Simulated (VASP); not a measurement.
# Fe2Pt (P-3m1) in VASP: further runs, part 2 of 2

VASP 6.6.1.

## (3) Single point, PBEsol+D4, collinear spin, ferromagnetic start

File INCAR:

```
SYSTEM = Fe2Pt
ALGO = Normal
EDIFF = 1E-6
ENCUT = 520
GGA = PS
ISIF = 2
ISMEAR = -1
ISPIN = 2
IVDW = 13
LASPH = .TRUE.
LCHARG = .TRUE.
LELF = .TRUE.
LMAXMIX = 4
LORBIT = 11
LREAL = .FALSE.
LVHAR = .TRUE.
LWAVE = .FALSE.
MAGMOM = 2.8 2.8 0
NBANDS = 24
NELM = 150
PREC = Accurate
SIGMA = 0.1
```

File KPOINTS:

```
k-points
0
G
  14 14 6
  0 0 0
```

File POSCAR:

```
Fe2Pt
1.0
    2.6175999200      0.0000000000      0.0000000000
   -1.3087999600      2.2669080200      0.0000000000
    0.0000000000      0.0000000000      6.2768510000
Fe Pt
2 1
Direct
    0.3333333333      0.6666666667      0.6445400000
    0.6666666667      0.3333333333      0.3554600000
    0.0000000000      0.0000000000      0.0000000000
```

Potentials or basis: VASP PAW PBE potentials, release 64 (Fe, Pt).

Started as:

```bash
cat potpaw_PBE.64/Fe/POTCAR potpaw_PBE.64/Pt/POTCAR > POTCAR
mpirun -np 1 vasp_std > vasp.out
```

OUTCAR:

```text
SYSTEM = Fe2Pt
   EDIFF = 1E-6
   ENCUT = 520
   GGA = PS
   ISIF = 2
   ISMEAR = -1
   ISPIN = 2
   IVDW = 13
   LASPH = .TRUE.
   LORBIT = 11
   LREAL = .FALSE.
   NELM = 150
   PREC = Accurate

 ion  position               nearest neighbor table
   1  0.333  0.667  0.645-   2 2.36   2 2.36   2 2.36   3 2.69   3 2.69   3 2.69
   2  0.667  0.333  0.355-   1 2.36   1 2.36   1 2.36   3 2.69   3 2.69   3 2.69
   3  0.000  0.000  0.000-   1 2.69   2 2.69   2 2.69   1 2.69   2 2.69   1 2.69

  LATTYP: Found a hexagonal cell.
 ALAT       =     2.6175999200
[... 1524 lines left out ...]
  energy-cutoff  :      520.00
  volume of cell :       37.25
      direct lattice vectors                 reciprocal lattice vectors
     2.617599920  0.000000000  0.000000000     0.382029352  0.220564750  0.000000000
    -1.308799960  2.266908020  0.000000000     0.000000000  0.441129499  0.000000000
     0.000000000  0.000000000  6.276851000     0.000000000  0.000000000  0.159315555

 POSITION                                       TOTAL-FORCE (eV/Angst)
 -----------------------------------------------------------------------------------
     -0.00000      1.51127      4.04568         0.000000      0.000000      0.908131
      1.30880      0.75564      2.23117        -0.000000     -0.000000     -0.908131
      0.00000      0.00000      0.00000         0.000000      0.000000      0.000000
 -----------------------------------------------------------------------------------
    total drift:                                0.000000     -0.000000      0.000000

  FREE ENERGIE OF THE ION-ELECTRON SYSTEM (eV)
  ---------------------------------------------------
  free  energy   TOTEN  =       -25.4847658172 eV

  energy  without entropy=      -25.3500465275  energy(sigma->0) =      -25.41740617

 total charge

# of ion       s       p       d       tot
------------------------------------------
    1        0.484   0.527   6.243   7.254
    2        0.484   0.527   6.243   7.254
    3        0.739   0.765   8.077   9.582
--------------------------------------------------
tot          1.707   1.819  20.563  24.090

 magnetization (x)

# of ion       s       p       d       tot
------------------------------------------
    1       -0.013  -0.022   2.597   2.563
    2       -0.013  -0.022   2.597   2.563
    3       -0.012  -0.030   0.260   0.218
--------------------------------------------------
tot         -0.037  -0.073   5.455   5.345
```

OSZICAR:

```text
N       E                     dE             d eps       ncg     rms          rms(c)
DAV:   1     0.165318646486E+03    0.16532E+03   -0.11335E+04 12640   0.128E+03
DAV:   2    -0.191428099317E+02   -0.18446E+03   -0.16837E+03 12360   0.274E+02
[... 11 lines left out ...]
DAV:  14    -0.246308621782E+02    0.64799E-03   -0.61584E-03 16520   0.892E-01    0.347E-01
DAV:  15    -0.246319113002E+02   -0.10491E-02   -0.10869E-03 16464   0.441E-01    0.871E-02
DAV:  16    -0.246319618343E+02   -0.50534E-04   -0.14258E-04 18720   0.134E-01    0.136E-02
DAV:  17    -0.246319635947E+02   -0.17604E-05   -0.79859E-06 15168   0.244E-02    0.147E-02
DAV:  18    -0.246319649799E+02   -0.13852E-05   -0.21236E-06 10704   0.179E-02    0.399E-03
DAV:  19    -0.246319647792E+02    0.20073E-06   -0.39317E-07  7496   0.821E-03
   1 F= -.25484766E+02 E0= -.25417406E+02  d E =-.134719E+00  mag=     5.4265
```

stdout:

```text
POSCAR found type information on POSCAR FePt
 POSCAR found :  2 types and       3 ions
 scaLAPACK will be used
 -----------------------------------------------------------------------------
|                                                                             |
|                                                                             |
|     You enforced a specific xc type in the INCAR file but a different       |
|     I HOPE YOU KNOW WHAT YOU ARE DOING!                                     |
|                                                                             |
 -----------------------------------------------------------------------------

 LDA part: xc-table for (Slater+PW92), standard interpolation
 POSCAR, INCAR and KPOINTS ok, starting setup
 FFT: planning ... GRIDC
 FFT: planning ... GRID_SOFT
 FFT: planning ... GRID
 WAVECAR not read
 entering main loop
```

Run time: 2.1 min. Hardware: 1 thread of Intel Xeon 6975P-C (Granite Rapids), shared host; peak memory 0.29 GiB.

Results:

```
Free energy                                           : -25.4848 eV
Pressure                                              : 7.3 GPa
Largest force                                         : 0.908 eV/Å
Net moment                                            : 5.43 μB per cell
Site moments                                          : Fe +2.56; Pt +0.22 μB
Valence electrons inside the program's atomic spheres : Fe 7.25; Pt 9.58
Dispersion energy per atom                            : -0.284 eV
```

Forces on the atoms (eV/Å):
```
Fe   0.000  0.000  0.908
Fe   0.000  0.000 -0.908
Pt   0.000  0.000  0.000
```

Stress tensor (GPa, compression positive):
```
11.87  0.00  0.00
 0.00 11.87  0.00
 0.00  0.00 -1.93
```

Levels at points of the mesh, in eV from the Fermi level:
Spin up:
```csv
k point,band 12,band 13,band 14,band 15,band 16,band 17,band 18,band 19,band 20,band 21
"(0.00, 0.00, 0.00)",-1.89,-1.53,-1.53,-1.02,-1.02,-0.74,-0.74,10.60,11.01,15.60
"(0.50, 0.00, 0.00)",-0.74,-0.25,-0.14,0.51,1.47,2.13,2.28,6.74,7.23,9.82
"(0.00, 0.00, 0.50)",-1.61,-1.61,-1.60,-1.60,-0.26,-0.26,-0.13,6.43,15.29,15.64
"(0.50, 0.00, 0.50)",-0.77,-0.65,-0.51,-0.45,0.49,2.09,3.24,6.32,9.02,11.27
```
Spin down:
| k point | band 6 | band 7 | band 8 | band 9 | band 10 | band 11 | band 12 | band 13 | band 14 | band 15 |
| --- | --- | --- | --- | --- | --- | --- | --- | --- | --- | --- |
| (0.00, 0.00, 0.00) | -3.29 | -1.52 | -1.51 | -1.51 | -0.25 | -0.25 | 0.06 | 0.06 | 0.42 | 1.29 |
| (0.50, 0.00, 0.00) | -2.31 | -1.93 | -1.43 | -0.34 | -0.07 | 0.66 | 1.98 | 2.04 | 2.09 | 2.24 |
| (0.00, 0.00, 0.50) | -2.46 | -1.37 | -1.37 | -0.70 | -0.38 | -0.38 | -0.09 | -0.09 | 0.70 | 1.22 |
| (0.50, 0.00, 0.50) | -2.39 | -1.85 | -0.48 | -0.14 | 0.11 | 0.16 | 0.68 | 1.66 | 1.74 | 2.04 |

Caveat: the stress differs along the axes, from -2 to 12 GPa; the PAW data sets were made with another functional, which shifts forces and pressure a little; spin-orbit coupling is left out, which moves the levels of the heavy elements.

## (4) Single point, PBEsol+D4, collinear spin, antiferromagnetic start

File INCAR:

```
SYSTEM = Fe2Pt
ALGO = Normal
EDIFF = 1E-7
ENCUT = 520
GGA = PS
ISIF = 2
ISMEAR = -1
ISPIN = 2
IVDW = 13
LASPH = .TRUE.
LCHARG = .FALSE.
LMAXMIX = 4
LORBIT = 11
LREAL = .FALSE.
LWAVE = .FALSE.
MAGMOM = 2.8 -2.8 0
NBANDS = 24
NELM = 150
PREC = Accurate
SIGMA = 0.1
```

KPOINTS is that of step 3.

POSCAR is that of step 3.

Started as:

```bash
cat potpaw_PBE.64/Fe/POTCAR potpaw_PBE.64/Pt/POTCAR > POTCAR
mpirun -np 1 vasp_std > vasp.out
```

Run time: 2 min. Hardware: 1 thread of Intel Xeon 6975P-C (Granite Rapids), shared host; peak memory 0.29 GiB.

It converged, with:

```yaml
Free_energy: -25.4554 eV
Pressure: -4.0 GPa
Largest_force: 0.828 eV/Å
Band_gap_on_the_k_mesh: zero (filled and empty bands overlap)
Net_moment: 0.00 μB per cell
Site_moments: Fe +1.91, -1.91; Pt +0.00 μB
Valence_electrons_inside_the_program's_atomic_spheres: Fe 7.25; Pt 9.56
Dispersion_energy_per_atom: -0.284 eV
```

Forces on the atoms (eV/Å):
```
Fe   0.000  0.000  0.828
Fe   0.000  0.000 -0.828
Pt   0.000  0.000  0.000
```

Stress tensor (GPa, compression positive):
```
-4.09  0.00  0.00
 0.00 -4.09  0.00
 0.00  0.00 -3.86
```

Levels at points of the mesh, in eV from the Fermi level:
Spin up:
```csv
k point,band 9,band 10,band 11,band 12,band 13,band 14,band 15,band 16,band 17,band 18
"(0.00, 0.00, 0.00)",-2.47,-1.93,-1.93,-0.98,-0.98,-0.77,-0.05,-0.05,0.88,0.88
"(0.50, 0.00, 0.00)",-1.91,-1.25,-0.46,0.48,0.66,1.00,1.60,1.90,2.43,2.88
"(0.00, 0.00, 0.50)",-1.74,-1.74,-1.53,-1.41,-1.41,0.00,0.00,0.09,1.03,1.03
"(0.50, 0.00, 0.50)",-1.38,-0.69,-0.50,-0.46,0.43,0.49,0.64,1.59,2.69,3.72
```
Spin down:
```
           k point  band 9  band 10  band 11  band 12  band 13  band 14  band 15  band 16  band 17  band 18
(0.00, 0.00, 0.00)   -2.47    -1.93    -1.93    -0.98    -0.98    -0.77    -0.05    -0.05     0.88     0.88
(0.50, 0.00, 0.00)   -1.91    -1.25    -0.46     0.48     0.66     1.00     1.60     1.90     2.43     2.88
(0.00, 0.00, 0.50)   -1.74    -1.74    -1.53    -1.41    -1.41     0.00     0.00     0.09     1.03     1.03
(0.50, 0.00, 0.50)   -1.38    -0.69    -0.50    -0.46     0.43     0.49     0.64     1.59     2.69     3.72
```

Caveat: the cell stands under tension; the antiferromagnetic order is the one typed at the start, and another may lie lower; the PAW data sets were made with another functional, which shifts forces and pressure a little; spin-orbit coupling is left out, which moves the levels of the heavy elements.

## (5) Overview

```tsv
spin	gap on the mesh (eV)	pressure (GPa)	moment (μB)	largest force (eV/Å)
off	none	-14.8	-	0.10
collinear, ferromagnetic start	none	7.3	5.43	0.91
collinear, antiferromagnetic start	none	-4.0	0.00	0.83
```

Alike in all rows: task single point; level PBEsol+D4; potentials or basis VASP PAW PBE potentials, release 64 (Fe, Pt); cell as given; k mesh 14 × 14 × 6; cutoff (eV) 520; smearing fermi-dirac 0.1 eV.

Caveats: the PAW data sets were made with another functional, which shifts forces and pressure a little; spin-orbit coupling is left out, which moves the levels of the heavy elements; the cell stands under tension (at least some runs); the stress differs along the axes, from -2 to 12 GPa (at least some runs); the antiferromagnetic order is the one typed at the start, and another may lie lower (at least some runs).

Total energies depend on the potentials used, so only differences within one code and one set of settings carry meaning.
